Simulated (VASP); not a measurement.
# In2Cl (Fd-3m) in VASP: a series of runs

The runs below take In2Cl through single point, relaxation of cell and atoms, with PBE.

All numbers are computed with VASP 6.6.1; they aren't measurements. Logs are shortened: lines on timing, memory, paths and dates and some standing lists are left out, and cuts for length are marked.

**1. The cell of the first run**

The structure is cubic, space group Fd-3m (No. 227). The conventional cell has a = 8.956 Å, b = 8.956 Å, c = 8.956 Å, α = 90.00°, β = 90.00°, γ = 90.00°. Within 4.2 Å of In (site symmetry -3m) lie 6 In at 3.17 Å and 6 Cl at 3.71 Å. Within 4.9 Å of Cl (site symmetry -43m) lie 12 In at 3.71 Å and 4 Cl at 3.88 Å.

**2. Single point, PBE**

Contents of INCAR:

```
SYSTEM = In2Cl
PREC = Accurate ; ENCUT = 520
EDIFF = 1E-7 ; ISMEAR = 0
SIGMA = 0.1 ; LREAL = .False.
LASPH = .True. ; NELM = 60
ALGO = Normal ; ISIF = 2
LWAVE = .False. ; LCHARG = .False.
GGA = PE ; NBANDS = 42
```

Contents of KPOINTS:

```
Automatic mesh
0
Gamma
  8 8 8
  0 0 0
```

Contents of POSCAR:

```
In2Cl
1.0
    0.0000000000      4.4779970454      4.4779970454
    4.4779970454      0.0000000000      4.4779970454
    4.4779970454      4.4779970454      0.0000000000
In Cl
4 2
Direct
    0.1250000000      0.1250000000      0.1250000000
    0.6250000000      0.1250000000      0.1250000000
    0.1250000000      0.1250000000      0.6250000000
    0.1250000000      0.6250000000      0.1250000000
    0.5000000000      0.5000000000      0.5000000000
    0.7500000000      0.7500000000      0.7500000000
```

Potentials or basis: VASP PAW PBE potentials, release 64 (In_d, Cl).

Run with:

```console
$ cat potpaw_PBE.64/In_d/POTCAR potpaw_PBE.64/Cl/POTCAR > POTCAR
$ mpirun -np 1 vasp_std > vasp.out
```

OUTCAR:

```text
SYSTEM = In2Cl
   PREC = Accurate
   ENCUT = 520
   EDIFF = 1E-7
   ISMEAR = 0
   LREAL = .False.
   LASPH = .True.
   NELM = 60
   ISIF = 2
   GGA = PE

 ion  position               nearest neighbor table
   1  0.125  0.125  0.125-   2 3.17   3 3.17   4 3.17   3 3.17   4 3.17   2 3.17
   2  0.625  0.125  0.125-   1 3.17   3 3.17   4 3.17   1 3.17   3 3.17   4 3.17
   3  0.125  0.125  0.625-   1 3.17   1 3.17   2 3.17   4 3.17   4 3.17   2 3.17
   4  0.125  0.625  0.125-   1 3.17   3 3.17   1 3.17   2 3.17   3 3.17   2 3.17
   5  0.500  0.500  0.500-
   6  0.750  0.750  0.750-

  LATTYP: Found a face centered cubic cell.
 ALAT       =     8.9559940908

  Lattice vectors:

 A1 = (   0.0000000000,   4.4779970454,   4.4779970454)
 A2 = (   4.4779970454,   0.0000000000,   4.4779970454)
 A3 = (   4.4779970454,   4.4779970454,   0.0000000000)

Analysis of symmetry for initial positions (statically):
=====================================================================
 Subroutine PRICEL returns:
 Original cell was already a primitive cell.

 Routine SETGRP: Setting up the symmetry group for a
 face centered cubic supercell.

 Subroutine GETGRP returns: Found 48 space group operations
 (whereof 24 operations were pure point group operations)
 out of a pool of 48 trial point group operations.

The static configuration has the point symmetry T_d .
 The point group associated with its full space group is O_h .

Analysis of symmetry for dynamics (positions and initial velocities):
=====================================================================
 Subroutine PRICEL returns:
 Original cell was already a primitive cell.

 Routine SETGRP: Setting up the symmetry group for a
 face centered cubic supercell.

 Subroutine GETGRP returns: Found 48 space group operations
 (whereof 24 operations were pure point group operations)
 out of a pool of 48 trial point group operations.

The dynamic configuration has the point symmetry T_d .
 The point group associated with its full space group is O_h .

 Subroutine INISYM returns: Found 48 space group operations
 (whereof 24 operations are pure point group operations),
 and found     1 'primitive' translations

----------------------------------------------------------------------------------------

                                     Primitive cell

  volume of cell :     179.5897

  direct lattice vectors                    reciprocal lattice vectors
     0.000000000  4.477997045  4.477997045    -0.111657063  0.111657063  0.111657063
     4.477997045  0.000000000  4.477997045     0.111657063 -0.111657063  0.111657063
     4.477997045  4.477997045  0.000000000     0.111657063  0.111657063 -0.111657063

  length of vectors
     6.332844154  6.332844154  6.332844154     0.193395707  0.193395707  0.193395707

  position of ions in fractional coordinates (direct lattice)
     0.125000000  0.125000000  0.125000000
     0.625000000  0.125000000  0.125000000
     0.125000000  0.125000000  0.625000000
     0.125000000  0.625000000  0.125000000
     0.500000000  0.500000000  0.500000000
     0.750000000  0.750000000  0.750000000

  ion indices of the primitive-cell ions
   primitive index   ion index
                 1           1
                 2           2
                 3           3
                 4           4
                 5           5
                 6           6

----------------------------------------------------------------------------------------

 KPOINTS: Automatic mesh

Automatic generation of k-mesh.
 Grid dimensions read from file:
 generate k-points for:    8    8    8

 Generating k-lattice:

  Cartesian coordinates                     Fractional coordinates (reciprocal lattice)
    -0.013957133  0.013957133  0.013957133     0.125000000  0.000000000  0.000000000
     0.013957133 -0.013957133  0.013957133     0.000000000  0.125000000  0.000000000
     0.013957133  0.013957133 -0.013957133     0.000000000  0.000000000  0.125000000

  Length of vectors
     0.024174463  0.024174463  0.024174463

  Shift w.r.t. Gamma in fractional coordinates (k-lattice)
     0.000000000  0.000000000  0.000000000

 Subroutine IBZKPT returns following result:
 ===========================================

 Found     29 irreducible k-points:

 Following reciprocal coordinates:
            Coordinates               Weight
  0.000000  0.000000  0.000000      1.000000
  0.125000  0.000000  0.000000      8.000000
  0.250000  0.000000  0.000000      8.000000
  0.375000  0.000000  0.000000      8.000000
  0.500000  0.000000  0.000000      4.000000
  0.125000  0.125000  0.000000      6.000000
[... 16 lines left out ...]
  0.500000  0.250000  0.125000     48.000000
 -0.375000  0.250000  0.125000     24.000000
 [... further k-points ...]
   k-points           NKPTS =     29   k-points in BZ     NKDIM =     29   number of bands    NBANDS=     42
   number of dos      NEDOS =    301   number of ions     NIONS =      6
   total plane-waves  NPLWV = 110592
   dimension x,y,z NGX =    48 NGY =   48 NGZ =   48
   dimension x,y,z NGXF=    96 NGYF=   96 NGZF=   96
   ions per type =               4   2
   NGX,Y,Z   is equivalent  to a cutoff of  12.60, 12.60, 12.60 a.u.
   NGXF,Y,Z  is equivalent  to a cutoff of  25.20, 25.20, 25.20 a.u.
 SYSTEM =  In2Cl
   PREC   = accura    normal or accurate (medium, high low for compatibility)
   ISTART =      0    job   : 0-new  1-cont  2-samecut
   ICHARG =      2    charge: 1-file 2-atom 10-const
   ISPIN  =      1    spin polarized calculation?
   LNONCOLLINEAR =      F non collinear calculations
   LSORBIT =      F    spin-orbit coupling
   LASPH  =      T    aspherical Exc in radial PAW
   ENCUT  =  520.0 eV  38.22 Ry    6.18 a.u.  11.77 11.77 11.77*2*pi/ulx,y,z
   NELM   =     60;   NELMIN=  2; NELMDL= -5     # of ELM steps
   EDIFF  = 0.1E-06   stopping-criterion for ELM
   LREAL  =      F    real-space projection
   EDIFFG = 0.1E-05   stopping-criterion for IOM
   NSW    =      0    number of steps for IOM
   IBRION =     -1    ionic relax: 0-MD 1-quasi-New 2-CG
   NFREE  =      0    steps in history (QN), initial steepest desc. (CG)
   ISIF   =      2    stress and relaxation
   ISYM   =      2    0-nonsym 1-usesym 2-fastsym
   POTIM  = 0.5000    time-step for ionic-motion
   TEBEG  =    0.0;   TEEND  =   0.0 temperature during run
   PSTRESS=    0.0 pullay stress
   NELECT =      66.0000    total number of electrons
   NUPDOWN=      -1.0000    fix difference up-down
   EMIN   =  10.00;   EMAX   =-10.00  energy-range for DOS
   EFERMI =   0.00;   METHOD = LEGACY
   ISMEAR =     0;   SIGMA  =   0.10  broadening in eV -4-tet -1-fermi 0-gaus
   EFERMI_NEDOS =   21; number of points for ismear=-14 and -15
   IALGO  =     38    algorithm
   IMIX   =      4    mixing-type and parameters
     AMIX     =   0.40;   BMIX     =  1.00
     AMIX_MAG =   1.60;   BMIX_MAG =  1.00
  volume/ion in A,a.u.               =      29.93       201.99
  Fermi-wavevector in a.u.,A,eV,Ry     =   1.172634  2.215956 18.708958  1.375070
  Thomas-Fermi vector in A             =   2.309059
   LORBIT       =      0    0 simple, 1 ext, 2 COOP (PROOUT), +10 PAW based schemes
   GGA     = PE    functional components
   LHFCALC =     F    Hartree Fock is set to
   AEXX    =    0.0000 exact exchange contribution
   IVDW    =     0    specifies the selected vdW correction
   LEPSILON=     F    determine dielectric tensor
   LRPA    =     F    only Hartree local field effects (RPA)
 non-spin polarized calculation
 Gauss-broadening in eV      SIGMA  =   0.10
  energy-cutoff  :      520.00
  volume of cell :      179.59
 maximum number of plane-waves:      4909
   NGX = 23   NGY = 23   NGZ = 23

 number of electron      66.0000006 magnetization

 Free energy of the ion-electron system (eV)
  ---------------------------------------------------
  ext. energy  EPLUGINS =         0.00000000
  ---------------------------------------------------
  free energy    TOTEN  =       -15.44515668 eV

  energy without entropy =      -15.42961395  energy(sigma->0) =      -15.43738531

 E-fermi :   4.3512     XC(G=0):  -8.9495

 val. band max:        4.3413406414   @ k =   0.3750   0.2500   0.1250
 cond. band min:       4.3823800671   @ k =   0.5000   0.3750   0.0000
 fundamental gap:      0.0410394257
 Fermi energy:         4.3512181078

 k-point     1 :       0.0000    0.0000    0.0000
  band No.  band energies     occupation
      1     -10.8007      2.00000
      2     -10.6581      2.00000
      3     -10.6581      2.00000
      4     -10.6557      2.00000
      5     -10.6557      2.00000
      6     -10.6557      2.00000
[... 34 lines left out ...]
     41      11.9440      0.00000
     42      11.9440      0.00000

 k-point     2 :       0.1250    0.0000    0.0000
  band No.  band energies     occupation
      1     -10.7858      2.00000
      2     -10.6554      2.00000
      3     -10.6554      2.00000
      4     -10.6518      2.00000
      5     -10.6384      2.00000
      6     -10.6384      2.00000
[... 34 lines left out ...]
     41      11.1975      0.00000
     42      12.0192      0.00000

 k-point     3 :       0.2500    0.0000    0.0000
  band No.  band energies     occupation
      1     -10.7499      2.00000
      2     -10.6509      2.00000
      3     -10.6509      2.00000
      4     -10.6355      2.00000
      5     -10.5871      2.00000
      6     -10.5871      2.00000
[... 34 lines left out ...]
     41      10.7602      0.00000
     42      11.0039      0.00000

 k-point     4 :       0.3750    0.0000    0.0000
  band No.  band energies     occupation
      1     -10.7194      2.00000
      2     -10.6467      2.00000
      3     -10.6467      2.00000
      4     -10.5951      2.00000
      5     -10.5132      2.00000
      6     -10.5132      2.00000
[... 844 lines left out ...]
     41      10.2386      0.00000
     42      11.0060      0.00000

 k-point    23 :       0.5000    0.2500    0.1250
  band No.  band energies     occupation
      1     -10.6788      2.00000
      2     -10.6368      2.00000
      3     -10.6114      2.00000
      4     -10.5943      2.00000
      5     -10.5295      2.00000
      6     -10.5013      2.00000
[... 34 lines left out ...]
     41      10.0033      0.00000
     42      10.6572      0.00000

 k-point    24 :      -0.3750    0.2500    0.1250
  band No.  band energies     occupation
      1     -10.6695      2.00000
      2     -10.6350      2.00000
      3     -10.5958      2.00000
      4     -10.5657      2.00000
      5     -10.5120      2.00000
      6     -10.4929      2.00000
[... 34 lines left out ...]
     41       9.0500      0.00000
     42      10.3607      0.00000

 [... further k-points ...]

------------------------ aborting loop because EDIFF is reached ----------------------------------------

  FORCE on cell =-STRESS in cart. coord.  units (eV):
  Direction    XX          YY          ZZ          XY          YZ          ZX
  --------------------------------------------------------------------------------------
  -------------------------------------------------------------------------------------
  Total       -0.0559501     -0.0559501     -0.0559501      0.0000000      0.0000000     -0.0000000
  in kB       -0.4991484     -0.4991484     -0.4991484      0.0000000      0.0000000     -0.0000000
  external PRESSURE =      -0.4991484 kB  Pullay stress =       0.0000000 kB

 VOLUME and BASIS-vectors are now :
 -----------------------------------------------------------------------------
  energy-cutoff  :      520.00
  volume of cell :      179.59
      direct lattice vectors                 reciprocal lattice vectors
     0.000000000  4.477997045  4.477997045    -0.111657063  0.111657063  0.111657063
     4.477997045  0.000000000  4.477997045     0.111657063 -0.111657063  0.111657063
     4.477997045  4.477997045  0.000000000     0.111657063  0.111657063 -0.111657063

 POSITION                                       TOTAL-FORCE (eV/Angst)
 -----------------------------------------------------------------------------------
      1.11950      1.11950      1.11950        -0.000000      0.000000     -0.000000
      1.11950      3.35850      3.35850        -0.000000      0.000000     -0.000000
      3.35850      3.35850      1.11950         0.000000      0.000000     -0.000000
      3.35850      1.11950      3.35850         0.000000      0.000000     -0.000000
      4.47800      4.47800      4.47800         0.000000      0.000000      0.000000
      6.71700      6.71700      6.71700        -0.000000     -0.000000     -0.000000
 -----------------------------------------------------------------------------------
    total drift:                                0.000000      0.000000      0.000000

  FREE ENERGIE OF THE ION-ELECTRON SYSTEM (eV)
  ---------------------------------------------------
  free  energy   TOTEN  =       -15.4451566779 eV

  energy  without entropy=      -15.4296139465  energy(sigma->0) =      -15.43738531
```

Wall time 2.5 min (1 thread of AMD EPYC 9R45 (Zen 5), shared host); peak memory 0.37 GiB.

Results:

| Property | Result |
| --- | --- |
| Free energy | -15.4452 eV |
| Pressure | 0.0 GPa |
| Band gap on the k mesh | zero (bands 33 and 34 overlap by 1.07 eV) |

Caveat: spin-orbit coupling is left out, which moves the levels of the heavy elements.

**3. Relaxation of cell and atoms, PBE**

This run uses another cell than the first one, of 29.52 Å³/atom.

Contents of INCAR:

```
PREC = Accurate ; ENCUT = 600
EDIFF = 1E-6 ; ISMEAR = 0
SIGMA = 0.1 ; LREAL = False
LASPH = True ; NELM = 80
ALGO = Normal ; ISIF = 3
LWAVE = False ; LCHARG = False
GGA = PE ; IBRION = 2
NSW = 100 ; EDIFFG = -0.01
```

Contents of KPOINTS:

```
regular mesh
0
Gamma
  8 8 8
```

POSCAR: that of step 2 with these lines changed.

```diff
@@ -2,5 +2,5 @@
 1.0
-    0.0000000000      4.4779970454      4.4779970454
-    4.4779970454      0.0000000000      4.4779970454
-    4.4779970454      4.4779970454      0.0000000000
+    0.0000000000      4.4572666242      4.4572666242
+    4.4572666242      0.0000000000      4.4572666242
+    4.4572666242      4.4572666242      0.0000000000
 In Cl
```

Potentials or basis: VASP PAW PBE potentials, release 64 (In_d, Cl).

Run with:

```console
$ cat potpaw_PBE.64/In_d/POTCAR potpaw_PBE.64/Cl/POTCAR > POTCAR
$ mpirun -np 1 vasp_std > vasp.out
```

Run time: 5.8 min. Hardware: 1 thread of AMD EPYC 9R45 (Zen 5), shared host; peak memory 0.45 GiB.

Results (log left out):

```yaml
Free_energy: -15.4454 eV
Relaxed_volume: 29.94 Å³/atom
Relaxed_cell: a = 6.333 Å, b = 6.333 Å, c = 6.333 Å, α = 60.00°, β = 60.00°, γ = 60.00°
Space_group_after_relaxing_to_0.1_Å: Fd-3m (No. 227)
Energy_gained_by_relaxing: 0.4 meV/atom
Ionic_steps: 3
Pressure_after_relaxing: 0.0 GPa
Band_gap_on_the_k_mesh: zero (bands 33 and 34 overlap by 1.07 eV)
```

The path:
```
step  energy change (eV)  largest force (eV/Å)  pressure (GPa)  volume (Å³)
   1              0.0000                0.0000            0.34       177.11
   2             -0.0023                0.0000            0.12       178.69
   3             -0.0026                0.0000           -0.01       179.64
```

Final structure:
```
In Cl
1.0
     0.00000    4.47840    4.47840
     4.47840    0.00000    4.47840
     4.47840    4.47840    0.00000
In Cl
4 2
Cartesian
  1.1196 1.1196 1.1196
  1.1196 3.3588 3.3588
  3.3588 3.3588 1.1196
  3.3588 1.1196 3.3588
  4.4784 4.4784 4.4784
  6.7176 6.7176 6.7176
```

Levels at points of the mesh, in eV from the Fermi level:
| k point | band 29 | band 30 | band 31 | band 32 | band 33 | band 34 | band 35 | band 36 | band 37 | band 38 |
| --- | --- | --- | --- | --- | --- | --- | --- | --- | --- | --- |
| (0.00, 0.00, 0.00) | -3.00 | -3.00 | -2.44 | -2.44 | -2.44 | 0.41 | 0.41 | 0.41 | 0.75 | 0.75 |
| (0.50, 0.00, 0.00) | -2.76 | -2.46 | -2.06 | -2.06 | -1.07 | 0.79 | 0.79 | 3.11 | 3.11 | 3.38 |
| (0.50, 0.50, 0.00) | -2.22 | -2.22 | -1.85 | -1.85 | -0.28 | -0.28 | 2.82 | 2.82 | 2.91 | 2.91 |

Caveat: spin-orbit coupling is left out, which moves the levels of the heavy elements.
